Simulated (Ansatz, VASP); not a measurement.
**Two plane-wave programs on Bi2Te3**

File INCAR:

```
ALGO = Normal
EDIFF = 1E-6
ENCUT = 520
GGA = PE
ISIF = 2
ISMEAR = 0
LASPH = T
LCHARG = F
LREAL = F
LWAVE = F
NBANDS = 32
NELM = 60
PREC = Accurate
SIGMA = 0.1
```

Contents of KPOINTS:

```
k-points
0
Gamma
  6 6 6
```

File POSCAR:

```
Bi2Te3
1.0
    2.1930005800      1.2661294700     10.1656703900
   -2.1930005800      1.2661294700     10.1656703900
    0.0000000000     -2.5322589500     10.1656703900
Bi Te
2 3
Direct
    0.4000000100      0.4000000100      0.4000000100
    0.5999999900      0.5999999900      0.5999999900
    0.0000000000      0.0000000000      0.0000000000
    0.2095000000      0.2095000000      0.2095000000
    0.7905000000      0.7905000000      0.7905000000
```

Input for Ansatz:

```yaml
crystal:
  lattice:
    - [2.19300058, 1.26612947, 10.16567039]
    - [-2.19300058, 1.26612947, 10.16567039]
    - [0.0, -2.53225895, 10.16567039]
  atoms:
    - { symbol: Bi, position: [0.40000001, 0.40000001, 0.40000001] }
    - { symbol: Bi, position: [0.59999999, 0.59999999, 0.59999999] }
    - { symbol: Te, position: [0.0, 0.0, 0.0] }
    - { symbol: Te, position: [0.2095, 0.2095, 0.2095] }
    - { symbol: Te, position: [0.7905, 0.7905, 0.7905] }
basis:
  ecutwfc: 420
kpoints:
  mp_grid: { grid: [6, 6, 6] }
hamiltonian:
  xc: pbe
scf:
  occupations: { method: gaussian, width: 0.1 }
  lower_state_search: "off"
output:
  forces: true
  stress: true
  eigenvalues: true
```

Alike in both runs: task single point; functional PBE; k mesh 6 × 6 × 6; occupations gaussian, width 0.1 eV; no spin polarisation.

|  | VASP | Ansatz |
| --- | --- | --- |
| version | VASP 6.6.1 | Ansatz 0.2.0 |
| potentials or method | VASP PAW PBE potentials, release 64 (Bi_d, Te), cutoff 520 eV | scalar-relativistic, plane waves, PAW |
| valence electrons in the cell | 48 | 78 |

Ansatz gave:

```
gap on the k mesh at the Fermi level (eV)                     : 0.29
least direct gap on the mesh (eV)                             : 0.29
pressure (GPa)                                                : 1.9
traceless stress, the component that is largest in VASP (GPa) : -0.12
rms of the force components (eV/Å)                            : 0.017
```

Problem. Which values does VASP return?

Solution. gap on the k mesh at the Fermi level (eV): 0.28; least direct gap on the mesh (eV): 0.28; pressure (GPa): 1.9; traceless stress, the component that is largest in VASP (GPa): -0.12; rms of the force components (eV/Å): 0.011.

Atom by atom the forces differ by 0.006 eV/Å (rms over components). VASP's potentials hold 48 valence electrons a cell and Ansatz's 78, so a difference there can come from the potentials and not from the codes.

Neither program's run includes spin-orbit coupling.
